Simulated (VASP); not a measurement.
# SiNi2 (Pnma) in VASP: further runs, part 2 of 2

VASP 6.6.1. The steps go on from the part before.

## 3. Single point, LDA, collinear spin, ferromagnetic start

The input, INCAR:

```
SYSTEM = SiNi2
ALGO = Normal ; EDIFF = 1E-6
ENCUT = 520 ; ISIF = 2
ISMEAR = -1 ; ISPIN = 2
LASPH = .TRUE. ; LCHARG = .FALSE.
LMAXMIX = 4 ; LORBIT = 11
LREAL = .FALSE. ; LWAVE = .FALSE.
MAGMOM = 1 1 1 1 1 1 1 1 0 0 0 0 ; NBANDS = 64
NELM = 150 ; PREC = Accurate
SIGMA = 0.05
```

The input, KPOINTS:

```
k-points
0
G
  5 5 3
  0 0 0
```

The input, POSCAR:

```
SiNi2
1.0
    4.9900000000      0.0000000000      0.0000000000
    0.0000000000      3.7200000000      0.0000000000
    0.0000000000      0.0000000000      7.0300000000
Ni Si
8 4
Direct
    0.3250000000      0.7500000000      0.9370000000
    0.6750000000      0.2500000000      0.0630000000
    0.1750000000      0.2500000000      0.4370000000
    0.8250000000      0.7500000000      0.5630000000
    0.4580000000      0.7500000000      0.2970000000
    0.5420000000      0.2500000000      0.7030000000
    0.0420000000      0.2500000000      0.7970000000
    0.9580000000      0.7500000000      0.2030000000
    0.7860000000      0.7500000000      0.8860000000
    0.2140000000      0.2500000000      0.1140000000
    0.7140000000      0.2500000000      0.3860000000
    0.2860000000      0.7500000000      0.6140000000
```

Potentials or basis: VASP PAW LDA potentials, release 64 (Ni, Si).

On the command line:

```bash
$ cat potpaw_LDA.64/Ni/POTCAR potpaw_LDA.64/Si/POTCAR > POTCAR
$ mpirun -np 1 vasp_std > vasp.out
```

OUTCAR:

```text
SYSTEM = SiNi2
   EDIFF = 1E-6
   ENCUT = 520
   ISIF = 2
   ISMEAR = -1
   ISPIN = 2
   LASPH = .TRUE.
   LORBIT = 11
   LREAL = .FALSE.
   NELM = 150
   PREC = Accurate

 ion  position               nearest neighbor table
   1  0.325  0.750  0.937-  12 2.28  10 2.31  10 2.31   9 2.33   7 2.53   7 2.53   5 2.62   8 2.62
                             2 2.70   2 2.70   6 2.71   6 2.71   9 2.71
   2  0.675  0.250  0.063-  11 2.28   9 2.31   9 2.31  10 2.33   8 2.53   8 2.53   6 2.62   7 2.62
                             1 2.70   1 2.70   5 2.71   5 2.71  10 2.71
   3  0.175  0.250  0.437-  10 2.28  12 2.31  12 2.31  11 2.33   5 2.53   5 2.53   7 2.62   6 2.62
                             4 2.70   4 2.70   8 2.71   8 2.71  11 2.71
   4  0.825  0.750  0.563-   9 2.28  11 2.31  11 2.31  12 2.33   6 2.53   6 2.53   8 2.62   5 2.62
                             3 2.70   3 2.70   7 2.71   7 2.71  12 2.71
   5  0.458  0.750  0.297-  11 2.34  11 2.34  12 2.39   3 2.53   3 2.53  10 2.57  10 2.57   8 2.58
                             8 2.58   1 2.62   4 2.62   2 2.71   2 2.71
   6  0.542  0.250  0.703-  12 2.34  12 2.34  11 2.39   4 2.53   4 2.53   9 2.57   9 2.57   7 2.58
                             7 2.58   2 2.62   3 2.62   1 2.71   1 2.71
[... 2552 lines left out ...]

 total charge

# of ion       s       p       d       tot
------------------------------------------
    1        0.487   0.599   8.502   9.588
    2        0.487   0.599   8.502   9.588
    3        0.487   0.599   8.502   9.588
    4        0.487   0.599   8.502   9.588
    5        0.451   0.557   8.481   9.489
    6        0.451   0.557   8.481   9.489
    7        0.451   0.557   8.481   9.489
    8        0.451   0.557   8.481   9.489
    9        0.734   0.896   0.000   1.630
   10        0.734   0.896   0.000   1.630
   11        0.734   0.896   0.000   1.630
   12        0.734   0.896   0.000   1.630
--------------------------------------------------
tot          6.690   8.208  67.932  82.829

 magnetization (x)

# of ion       s       p       d       tot
------------------------------------------
    1       -0.000   0.000   0.000   0.000
    2       -0.000   0.000   0.000   0.000
    3       -0.000   0.000   0.000   0.000
    4       -0.000   0.000   0.000   0.000
    5       -0.000   0.000   0.000   0.000
    6       -0.000   0.000   0.000   0.000
    7       -0.000   0.000   0.000   0.000
    8       -0.000   0.000   0.000   0.000
    9        0.000   0.000   0.000   0.000
   10        0.000   0.000   0.000   0.000
   11        0.000   0.000   0.000   0.000
   12        0.000   0.000   0.000   0.000
--------------------------------------------------
tot          0.000   0.000   0.000   0.000
```

OSZICAR:

```text
N       E                     dE             d eps       ncg     rms          rms(c)
DAV:   1     0.745933238493E+03    0.74593E+03   -0.40667E+04  4608   0.197E+03
DAV:   2    -0.957954620769E+01   -0.75551E+03   -0.71679E+03  4608   0.419E+02
DAV:   3    -0.908697754730E+02   -0.81290E+02   -0.74479E+02  4824   0.163E+02
DAV:   4    -0.939781284151E+02   -0.31084E+01   -0.30701E+01  5456   0.319E+01
DAV:   5    -0.940757755329E+02   -0.97647E-01   -0.97583E-01  5608   0.490E+00    0.358E+01
DAV:   6    -0.971881021825E+02   -0.31123E+01   -0.15051E+02  5344   0.131E+02    0.330E+01
DAV:   7    -0.839087855291E+02    0.13279E+02   -0.47980E+01  5232   0.852E+01    0.833E+00
DAV:   8    -0.857911620878E+02   -0.18824E+01   -0.93240E+00  6064   0.608E+01    0.146E+01
DAV:   9    -0.841248435942E+02    0.16663E+01   -0.29783E+00  5632   0.486E+01    0.306E+00
DAV:  10    -0.840632436792E+02    0.61600E-01   -0.62394E-01  5544   0.808E+00    0.103E+00
DAV:  11    -0.840652931164E+02   -0.20494E-02   -0.10919E-01  5520   0.234E+00    0.539E-01
DAV:  12    -0.840638087381E+02    0.14844E-02   -0.37342E-03  5088   0.397E-01    0.357E-01
DAV:  13    -0.840628898840E+02    0.91885E-03   -0.95949E-04  6296   0.308E-01    0.131E-01
DAV:  14    -0.840628977067E+02   -0.78227E-05   -0.18552E-04  6672   0.994E-02    0.622E-02
DAV:  15    -0.840628909519E+02    0.67547E-05   -0.55084E-05  5112   0.925E-02    0.273E-02
DAV:  16    -0.840628916198E+02   -0.66784E-06   -0.17367E-05  5656   0.568E-02    0.205E-02
DAV:  17    -0.840628906748E+02    0.94500E-06   -0.44632E-06  4504   0.293E-02
   1 F= -.84062891E+02 E0= -.84035531E+02  d E =-.547191E-01  mag=    -0.0001
```

stdout:

```text
POSCAR found type information on POSCAR NiSi
 POSCAR found :  2 types and      12 ions
 scaLAPACK will be used
 LDA part: xc-table for (Slater(with rela. corr.)+CA(PZ))
 , standard interpolation
 POSCAR, INCAR and KPOINTS ok, starting setup
 FFT: planning ... GRIDC
 FFT: planning ... GRID_SOFT
 FFT: planning ... GRID
 WAVECAR not read
 entering main loop
```

Run time: 7 min. Hardware: 1 thread of Intel Xeon 8259CL, shared host; peak memory 0.34 GiB.

What came out:

```
Free energy                                           : -84.0629 eV
Pressure                                              : -10.2 GPa
Largest force                                         : 0.330 eV/Å
Band gap on the k mesh                                : zero (filled and empty bands overlap)
Net moment                                            : 0.00 μB per cell
Valence electrons inside the program's atomic spheres : Ni 9.59, 9.49 (each value once); Si 1.63
```

Forces on the atoms (eV/Å):
```
Ni   0.235  0.000  0.232
Ni  -0.235  0.000 -0.232
Ni  -0.235  0.000  0.232
Ni   0.235  0.000 -0.232
Ni   0.103  0.000 -0.178
Ni  -0.103  0.000  0.178
Ni  -0.103  0.000 -0.178
Ni   0.103  0.000  0.178
Si  -0.095  0.000  0.055
Si   0.095  0.000 -0.055
Si   0.095  0.000  0.055
Si  -0.095  0.000 -0.055
```

Caveat: the cell stands under tension.

## 4. Single point, PBE, collinear spin, ferromagnetic start

This run uses another cell than the first one, of 11.31 Å³/atom.

The input, INCAR:

```
SYSTEM = SiNi2
PREC = Accurate
ENCUT = 520
EDIFF = 1E-6
ISMEAR = -1
SIGMA = 0.05
LREAL = .False.
LASPH = .True.
NELM = 150
ALGO = Normal
ISIF = 2
LWAVE = .False.
LCHARG = .True.
ISPIN = 2
MAGMOM = 1 1 1 1 1 1 1 1 0 0 0 0
LORBIT = 11
LMAXMIX = 4
GGA = PE
LELF = .True.
LVHAR = .True.
NBANDS = 64
```

The input, KPOINTS:

```
Automatic mesh
0
Gamma
  5 5 3
  0 0 0
```

The input, POSCAR:

```
SiNi2
1.0
    5.1896000000      0.0000000000      0.0000000000
    0.0000000000      3.7200000000      0.0000000000
    0.0000000000      0.0000000000      7.0300000000
Ni Si
8 4
Direct
    0.3357280222      0.7500000000      0.9397334579
    0.6642719778      0.2500000000      0.0602665421
    0.1642719778      0.2500000000      0.4397334579
    0.8357280222      0.7500000000      0.5602665421
    0.4621360973      0.7500000000      0.3014855914
    0.5378639027      0.2500000000      0.6985144086
    0.0378639027      0.2500000000      0.8014855914
    0.9621360973      0.7500000000      0.1985144086
    0.7772455865      0.7500000000      0.8835684836
    0.2227544135      0.2500000000      0.1164315164
    0.7227544135      0.2500000000      0.3835684836
    0.2772455865      0.7500000000      0.6164315164
```

Potentials or basis: VASP PAW PBE potentials, release 64 (Ni, Si).

On the command line:

```bash
$ cat potpaw_PBE.64/Ni/POTCAR potpaw_PBE.64/Si/POTCAR > POTCAR
$ mpirun -np 1 vasp_std > vasp.out
```

OUTCAR:

```text
SYSTEM = SiNi2
   PREC = Accurate
   ENCUT = 520
   EDIFF = 1E-6
   ISMEAR = -1
   LREAL = .False.
   LASPH = .True.
   NELM = 150
   ISIF = 2
   ISPIN = 2
   LORBIT = 11
   GGA = PE

 ion  position               nearest neighbor table
   1  0.336  0.750  0.940-  12 2.29  10 2.31  10 2.31   9 2.33   7 2.61   7 2.61   5 2.63   8 2.66
                             2 2.66   2 2.66   6 2.73   6 2.73   9 2.93
   2  0.664  0.250  0.060-  11 2.29   9 2.31   9 2.31  10 2.33   8 2.61   8 2.61   6 2.63   7 2.66
                             1 2.66   1 2.66   5 2.73   5 2.73  10 2.93
   3  0.164  0.250  0.440-  10 2.29  12 2.31  12 2.31  11 2.33   5 2.61   5 2.61   7 2.63   6 2.66
                             4 2.66   4 2.66   8 2.73   8 2.73  11 2.93
   4  0.836  0.750  0.560-   9 2.29  11 2.31  11 2.31  12 2.33   6 2.61   6 2.61   8 2.63   5 2.66
                             3 2.66   3 2.66   7 2.73   7 2.73  12 2.93
   5  0.462  0.750  0.301-  11 2.37  11 2.37  12 2.41  10 2.59  10 2.59   3 2.61   3 2.61   1 2.63
                             4 2.66   8 2.69   8 2.69   2 2.73   2 2.73
   6  0.538  0.250  0.699-  12 2.37  12 2.37  11 2.41   9 2.59   9 2.59   4 2.61   4 2.61   2 2.63
[... 2550 lines left out ...]
  free  energy   TOTEN  =       -72.0183277601 eV

  energy  without entropy=      -71.9615547369  energy(sigma->0) =      -71.98994125

 total charge

# of ion       s       p       d       tot
------------------------------------------
    1        0.473   0.577   8.466   9.516
    2        0.473   0.577   8.466   9.516
    3        0.473   0.577   8.466   9.516
    4        0.473   0.577   8.466   9.516
    5        0.424   0.508   8.442   9.374
    6        0.424   0.508   8.442   9.374
    7        0.424   0.508   8.442   9.374
    8        0.424   0.508   8.442   9.374
    9        0.734   0.881   0.000   1.615
   10        0.734   0.881   0.000   1.615
   11        0.734   0.881   0.000   1.615
   12        0.734   0.881   0.000   1.615
--------------------------------------------------
tot          6.522   7.863  67.632  82.017

 magnetization (x)

# of ion       s       p       d       tot
------------------------------------------
    1        0.000   0.000   0.000   0.000
    2        0.000   0.000   0.000   0.000
    3        0.000   0.000   0.000   0.000
    4        0.000   0.000   0.000   0.000
    5        0.000   0.000   0.000   0.000
    6        0.000   0.000   0.000   0.000
    7        0.000   0.000   0.000   0.000
    8        0.000   0.000   0.000   0.000
    9       -0.000   0.000   0.000   0.000
   10       -0.000   0.000   0.000   0.000
   11       -0.000   0.000   0.000   0.000
   12       -0.000   0.000   0.000   0.000
--------------------------------------------------
tot          0.000   0.000   0.001   0.001
```

OSZICAR:

```text
N       E                     dE             d eps       ncg     rms          rms(c)
DAV:   1     0.737323480340E+03    0.73732E+03   -0.40794E+04  4608   0.193E+03
DAV:   2    -0.185356670706E+01   -0.73918E+03   -0.70114E+03  4608   0.411E+02
DAV:   3    -0.789951683442E+02   -0.77142E+02   -0.70575E+02  4832   0.157E+02
DAV:   4    -0.818750744861E+02   -0.28799E+01   -0.28442E+01  5384   0.302E+01
DAV:   5    -0.819656434843E+02   -0.90569E-01   -0.90518E-01  5584   0.460E+00    0.346E+01
DAV:   6    -0.860714004350E+02   -0.41058E+01   -0.15601E+02  5376   0.131E+02    0.354E+01
DAV:   7    -0.717069349347E+02    0.14364E+02   -0.47816E+01  5232   0.913E+01    0.944E+00
DAV:   8    -0.743170234444E+02   -0.26101E+01   -0.13434E+01  5848   0.741E+01    0.172E+01
DAV:   9    -0.720396359290E+02    0.22774E+01   -0.39002E+00  5544   0.528E+01    0.329E+00
DAV:  10    -0.720204228804E+02    0.19213E-01   -0.10615E+00  5376   0.906E+00    0.127E+00
DAV:  11    -0.720203549216E+02    0.67959E-04   -0.12617E-01  5456   0.266E+00    0.714E-01
DAV:  12    -0.720192091492E+02    0.11458E-02   -0.40073E-03  5864   0.402E-01    0.489E-01
DAV:  13    -0.720182914015E+02    0.91775E-03   -0.19217E-03  6112   0.449E-01    0.145E-01
DAV:  14    -0.720183313769E+02   -0.39975E-04   -0.41778E-04  5272   0.182E-01    0.625E-02
DAV:  15    -0.720183267698E+02    0.46071E-05   -0.33922E-05  5656   0.528E-02    0.289E-02
DAV:  16    -0.720183277601E+02   -0.99024E-06   -0.85082E-06  5312   0.235E-02
   1 F= -.72018328E+02 E0= -.71989941E+02  d E =-.567730E-01  mag=     0.0011
```

It took 9.5 min on 1 thread of Intel Xeon Platinum 8259CL at 2.50GHz (Skylake/Cascade Lake), shared host; peak memory 0.41 GiB.

What came out:

```yaml
Free_energy: -72.0183 eV
Pressure: -2.9 GPa
Largest_force: 0.012 eV/Å
Band_gap_on_the_k_mesh: zero (filled and empty bands overlap)
Net_moment: 0.00 μB per cell
Valence_electrons_inside_the_program's_atomic_spheres: Ni 9.52, 9.37 (each value once); Si 1.61
```

Forces on the atoms (eV/Å):
```
Ni  -0.003  0.000  0.002
Ni   0.003  0.000 -0.002
Ni   0.003  0.000  0.002
Ni  -0.003  0.000 -0.002
Ni  -0.008  0.000 -0.010
Ni   0.008  0.000  0.010
Ni   0.008  0.000 -0.010
Ni  -0.008  0.000  0.010
Si  -0.006  0.000  0.001
Si   0.006  0.000 -0.001
Si   0.006  0.000  0.001
Si  -0.006  0.000 -0.001
```

## 5. Summary

```tsv
level	potentials or basis	cell	gap on the mesh (eV)	pressure (GPa)	moment (μB)	largest force (eV/Å)
PBE	VASP PAW PBE potentials, release 64 (Ni, Si)	a = 4.990, b = 3.720, c = 7.030 Å, 12 atoms, atomic positions A	none	3.6	0.00	0.35
LDA	VASP PAW LDA potentials, release 64 (Ni, Si)	a = 4.990, b = 3.720, c = 7.030 Å, 12 atoms, atomic positions A	none	-10.2	0.00	0.33
PBE	VASP PAW PBE potentials, release 64 (Ni, Si)	a = 5.190, b = 3.720, c = 7.030 Å, 12 atoms, atomic positions B	none	-2.9	0.00	0.01
```

Alike in all rows: task single point; spin collinear, ferromagnetic start; k mesh 5 × 5 × 3; cutoff (eV) 520; smearing fermi-dirac 0.05 eV.

Caveats: the cell stands under pressure (at least some runs); the cell stands under tension (at least some runs).

Absolute energies hang on the potentials; compare differences alone.
